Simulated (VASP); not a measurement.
A run of VASP 6.6.1 is set up as follows.

The input INCAR:

```
SYSTEM = KI
PREC = Accurate
ENCUT = 520
EDIFF = 1E-7
ISMEAR = 0
SIGMA = 0.1
LREAL = .False.
LASPH = .True.
NELM = 80
ALGO = Normal
ISIF = 2
LWAVE = .False.
LCHARG = .False.
GGA = PE
NBANDS = 24
```

The input KPOINTS:

```
regular mesh
0
Gamma
  6 6 2
  0 0 0
```

The input POSCAR:

```
KI
1.0
    4.7117365700      0.0000000000      0.0000000000
   -2.3558682800      4.0804835600      0.0000000000
    0.0000000000      0.0000000000      7.7522852900
K I
2 2
Direct
    0.3333333300      0.6666666700      0.0000000000
    0.6666666700      0.3333333300      0.5000000000
    0.3333333300      0.6666666700      0.3731349300
    0.6666666700      0.3333333300      0.8731349300
```

Potentials or basis: VASP PAW PBE potentials, release 64 (K_sv, I).

The run is started by

```sh
$ cat potpaw_PBE.64/K_sv/POTCAR potpaw_PBE.64/I/POTCAR > POTCAR
$ mpirun -np 1 vasp_std > vasp.out
```

**Question.** Predict the pressure.

**Answer.** 13.3 GPa.

**Question.** Predict the band gap on the k mesh.

**Answer.** 4.68 eV (least direct gap 4.79 eV).

Stress tensor (GPa, compression positive):
```
13.31  0.00  0.00
 0.00 13.31  0.00
 0.00  0.00 13.15
```

Caveat: the cell stands under pressure; spin-orbit coupling is left out, which moves the levels of the heavy elements. A k mesh can miss the band edges.
